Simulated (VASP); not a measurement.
Set up this calculation in VASP 6.6.1, as the native input.

* Task: single point
* Functional: PBE
* Potentials or basis: VASP PAW PBE potentials, release 64 (Al, B, As)
* Cutoff: 520 eV
* k mesh: 3 × 3 × 6
* Occupations: gaussian, width 0.1 eV
* Spin: no spin polarisation
* Dipole correction: no
* Further INCAR settings: ALGO = Normal; EDIFF = 1e-06; NBANDS = 20

The structure of Al3BAs2 lies in POSCAR:

```
Al3BAs2
1.0
    6.0684982000      0.0000000000      0.0000000000
   -3.0342491000      5.2554736000      0.0000000000
    0.0000000000      0.0000000000      3.0640064800
Al B As
3 1 2
Direct
    0.5000000000      0.0000000000      0.5000000000
    0.0000000000      0.5000000000      0.5000000000
    0.5000000000      0.5000000000      0.5000000000
    0.0000000000      0.0000000000      0.0000000000
    0.3333333300      0.6666666700      0.5000000000
    0.6666666700      0.3333333300      0.5000000000
```

These files were run (other wordings do the same):

INCAR

```
PREC     = Accurate       # precision mode
ENCUT    = 520            # plane-wave cutoff, eV
EDIFF    = 1E-6           # SCF threshold, eV
ISMEAR   = 0              # smearing method
SIGMA    = 0.1            # smearing width, eV
LREAL    = F              # projectors in reciprocal space
LASPH    = T              # aspherical terms in the spheres
NELM     = 80             # most SCF steps
ALGO     = Normal         # electronic algorithm
ISIF     = 2              # what is computed and relaxed
LWAVE    = F              # write WAVECAR
LCHARG   = F              # write CHGCAR
GGA      = PE             # functional
NBANDS   = 20             # bands
```

KPOINTS

```
regular mesh
0
Gamma
  3 3 6
```

Potentials or basis: VASP PAW PBE potentials, release 64 (Al, B, As).

Launch:

```console
$ cat potpaw_PBE.64/Al/POTCAR potpaw_PBE.64/B/POTCAR potpaw_PBE.64/As/POTCAR > POTCAR
$ mpirun -np 1 vasp_std > vasp.out
```

Results of the run:

```
Pressure               : 114.4 GPa
Band gap on the k mesh : zero (band 11 reaches 7.12 eV, above the bottom of band 12 at 5.24 eV)
```

Caveat: the k points lie up to 0.40 Å⁻¹ apart.

Run time: 24 s on 1 thread of AMD EPYC 7R43 64-Core Processor (Zen 3), on a shared host, peak memory 0.19 GiB.
